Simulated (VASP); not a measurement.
Here is a VASP 6.6.1 calculation.

The input INCAR:

```
SYSTEM = TiO2
ALGO = Normal
EDIFF = 1E-6
ENCUT = 520
GGA = PE
ISIF = 2
ISMEAR = 0
LASPH = .True.
LCHARG = .False.
LDAU = .True.
LDAUJ = 0 0
LDAUL = 2 -1
LDAUPRINT = 1
LDAUTYPE = 2
LDAUU = 4 0
LMAXMIX = 4
LREAL = .False.
LWAVE = .False.
NBANDS = 33
NELM = 150
PREC = Accurate
SIGMA = 0.05
```

The input KPOINTS:

```
k-points
0
Gamma
  6 6 6
  0 0 0
```

File POSCAR:

```
TiO2
1.0
    2.6847502805     -2.6848248863     -0.0200337111
    2.6847502805      2.6848248863     -0.0200337111
   -2.6483287093      0.0000000000      4.8834674903
Ti O
2 4
Direct
    0.1250069486      0.8749930514      0.2500000000
    0.8749930514      0.1250069486      0.7500000000
    0.3424929808      0.0925162561      0.6849956835
    0.6575070192      0.9074837439      0.3150043165
    0.9074837439      0.6575070192      0.8150043165
    0.0925162561      0.3424929808      0.1849956835
```

Potentials or basis: VASP PAW PBE potentials, release 64 (Ti_sv, O).

Launch:

```bash
$ cat potpaw_PBE.64/Ti_sv/POTCAR potpaw_PBE.64/O/POTCAR > POTCAR
$ mpirun -np 1 vasp_std > vasp.out
```

Task: Predict the band gap on the k mesh.

Result: 2.27 eV (least direct gap 2.89 eV).

Task: Estimate the largest force.

Result: 1.203 eV/Å.

Task: Estimate the pressure.

Result: 3.7 GPa.

Eigenvalues of the final occupation matrices:
| site | spin | trace | eigenvalues |
| --- | --- | --- | --- |
| site 1 d | 1 | 0.80 | 0.10 0.10 0.12 0.22 0.27 |
| site 1 d | 2 | 0.80 | 0.10 0.10 0.12 0.22 0.27 |
| site 2 d | 1 | 0.80 | 0.10 0.10 0.12 0.22 0.27 |
| site 2 d | 2 | 0.80 | 0.10 0.10 0.12 0.22 0.27 |

Caveat: the cell differs from its parent crystal (atoms shifted along a free coordinate); the stress differs along the axes, from -8 to 10 GPa; forces of over 1 eV/Å act on the atoms, so gaps and moduli don't describe the material at rest. A k mesh can miss the band edges.
